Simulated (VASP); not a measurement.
Here is a VASP 6.6.1 calculation.

The input INCAR:

```
PREC = Accurate
ENCUT = 1000
EDIFF = 1E-6
ISMEAR = -1
SIGMA = 0.02
LREAL = Auto
LASPH = T
NELM = 120
ALGO = Normal
ISIF = 2
LWAVE = F
LCHARG = F
GGA = PS
NBANDS = 63
GGA_COMPAT = F
```

Contents of KPOINTS:

```
regular mesh
0
Gamma
  1 1 1
```

The input POSCAR:

```
H2CSO
1.0
    7.9817290000      0.0000000000      0.0000000000
    0.0000000000      7.9817290000      0.0000000000
    0.0000000000      0.0000000000      7.9817290000
O C S H
5 5 5 10
Direct
    0.8658819387      0.2192440647      0.1107912679
    0.6054482708      0.0180884182      0.6115331172
    0.3407499359      0.7063502057      0.4040486172
   -0.0235250970      0.2555666729      0.6029088492
    0.2538120310      1.0677751016      0.8042874833
    0.8948728848      0.3539617116      0.1592186879
    0.5851936210      0.1613748621      0.5895396920
    0.4011526889      0.7779740226      0.2920787530
    0.0532938900      0.3469922772      0.6875446013
    0.1385402188      0.9775486225      0.8029250375
    0.9334725218      0.5348773238      0.2237721389
    0.5563241887      0.3529786850      0.5595394975
    0.4811170462      0.8742120776      0.1413862149
    0.1540107821      0.4692622233      0.8020409390
   -0.0152597173      0.8565847446      0.8007948929
   -0.0126873362      0.8932325432      0.3828520082
   -0.0123826303      0.9182445792      0.2905837666
    0.2554687864      0.1929875042      0.2692245588
    0.1809842040      0.1792063439      0.3270154787
    0.4111192785      0.4227893619      0.1590323114
    0.4885312538      0.4486492990      0.1090205840
    0.6911423611      0.7248425212      0.5569087146
    0.7272746841      0.6835228509      0.4778899540
    0.6607402048      0.6351957007      0.9059180374
    0.6693710892      0.5770837826      0.8304986967
```

Potentials or basis: VASP PAW PBE potentials, release 64 (O_h, C_h, S, H_h).

Run with:

```bash
$ cat potpaw_PBE.64/O_h/POTCAR potpaw_PBE.64/C_h/POTCAR potpaw_PBE.64/S/POTCAR potpaw_PBE.64/H_h/POTCAR > POTCAR
$ mpirun -np 1 vasp_gam > vasp.out
```

Question: Estimate the largest force.

Answer: 0.406 eV/Å.

Question: Estimate the pressure.

Answer: -0.2 GPa.

Forces in eV/Å, atoms in the order of the input:
```
O   -0.005 -0.062 -0.044
O   -0.052  0.102 -0.002
O   -0.030 -0.037  0.088
O   -0.034 -0.046 -0.034
O    0.001  0.030  0.000
C    0.054  0.303  0.138
C   -0.021  0.280 -0.051
C    0.125  0.179 -0.277
C    0.187  0.268  0.241
C   -0.294 -0.279 -0.004
S   -0.060 -0.250 -0.105
S    0.051 -0.371  0.080
S   -0.086 -0.118  0.186
S   -0.160 -0.162 -0.198
S    0.299  0.187 -0.021
H    0.000  0.004 -0.031
H   -0.006 -0.007  0.030
H   -0.026 -0.016  0.033
H    0.026  0.011 -0.010
H    0.093  0.017 -0.046
H   -0.080 -0.018  0.040
H    0.087 -0.061 -0.204
H   -0.075  0.044  0.189
H    0.011 -0.017 -0.023
H   -0.007  0.018  0.026
```

Caveat: the k points lie up to 0.79 Å⁻¹ apart; the PAW data sets were made with another functional, which shifts forces and pressure a little.
